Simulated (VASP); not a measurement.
A run of VASP 6.6.1 is set up as follows.

File POSCAR:

```
Na
1.0
    3.7670009976      0.0000000000      0.0000000000
   -1.8835004988      3.2623185600      0.0000000000
    0.0000000000      0.0000000000      6.1540000000
Na
2
Direct
    0.3333333333      0.6666666667      0.2500000000
    0.6666666667      0.3333333333      0.7500000000
```

INCAR.step1

```
PREC = Accurate ; ENCUT = 520
ISMEAR = 0 ; SIGMA = 0.1
LREAL = False ; LASPH = True
NELM = 100 ; NBANDS = 14
GGA = PE ; ALGO = Normal
EDIFF = 1E-4 ; LWAVE = True
LCHARG = False
```

INCAR.step2

```
PREC = Accurate ; ENCUT = 520
EDIFF = 1E-6 ; ISMEAR = 0
SIGMA = 0.1 ; LREAL = False
LASPH = True ; NELM = 100
ALGO = Normal ; ISIF = 2
LWAVE = False ; LCHARG = False
METAGGA = R2SCAN ; LMIXTAU = True
NBANDS = 14 ; ISTART = 1
```

Contents of KPOINTS:

```
regular mesh
0
Gamma
  15 15 8
```

Potentials or basis: VASP PAW PBE potentials, release 64 (Na_pv).

Run with:

```bash
$ cat potpaw_PBE.64/Na_pv/POTCAR > POTCAR
$ cp INCAR.step1 INCAR
$ mpirun -np 1 vasp_std > vasp.out
$ cp INCAR.step2 INCAR
$ mpirun -np 1 vasp_std > vasp.out
```

Predict the pressure.

0.0 GPa.

Estimate the band gap on the k mesh.

zero (band 7 reaches 2.44 eV, above the bottom of band 8 at -2.07 eV).

Caveat: the PAW data sets were made with another functional, which shifts forces and pressure a little.
